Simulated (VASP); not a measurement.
Runs of VASP 6.6.1 on AlNi. The structure is that of space group Pm-3m (No. 221), or close to it. The cells are those of the table. 

| cell | further INCAR settings | gap on the mesh (eV) | pressure (GPa) |
| --- | --- | --- | --- |
| a = 2.831, b = 2.831, c = 2.901 Å, 2 atoms | ALGO = Fast; EDIFF = 1e-06; NBANDS = 14 | none | 6.9 |
| a = 2.860, b = 2.860, c = 2.901 Å, 2 atoms | ALGO = Fast; EDIFF = 1e-06; NBANDS = 14 | none | 3.2 |
| a = 2.875, b = 2.875, c = 2.901 Å, 2 atoms | ALGO = Fast; EDIFF = 1e-06; NBANDS = 14 | none | (a) |
| a = 2.846, b = 2.846, c = 2.901 Å, 2 atoms | ALGO = Fast; EDIFF = 1e-07; NBANDS = 14 | none | 5.1 |
| a = 2.940, b = 2.940, c = 2.901 Å, 2 atoms | ALGO = Fast; EDIFF = 1e-07; NBANDS = 14 | none | (b) |
| a = 2.932, b = 2.932, c = 2.901 Å, 2 atoms | ALGO = Fast; EDIFF = 1e-06; NBANDS = 14 | none | -4.6 |
| a = 2.903, b = 2.903, c = 2.901 Å, 2 atoms | ALGO = Fast; EDIFF = 1e-06; NBANDS = 14 | none | -1.7 |
| a = 2.947, b = 2.947, c = 2.901 Å, 2 atoms | ALGO = Fast; EDIFF = 1e-07; NBANDS = 14 | none | -5.9 |
| a = 2.918, b = 2.918, c = 2.901 Å, 2 atoms | ALGO = Fast; EDIFF = 1e-06; NBANDS = 14 | none | -3.2 |

Alike in all rows: task single point; level PBE; potentials or basis VASP PAW PBE potentials, release 64 (Al, Ni); no spin polarisation; k mesh 20 × 20 × 20; cutoff (eV) 520; smearing gaussian 0.15 eV.

Estimate the missing entries.

(a) 1.4; (b) -5.2.

A gap of «none» marks levels without a gap at the run's occupations.
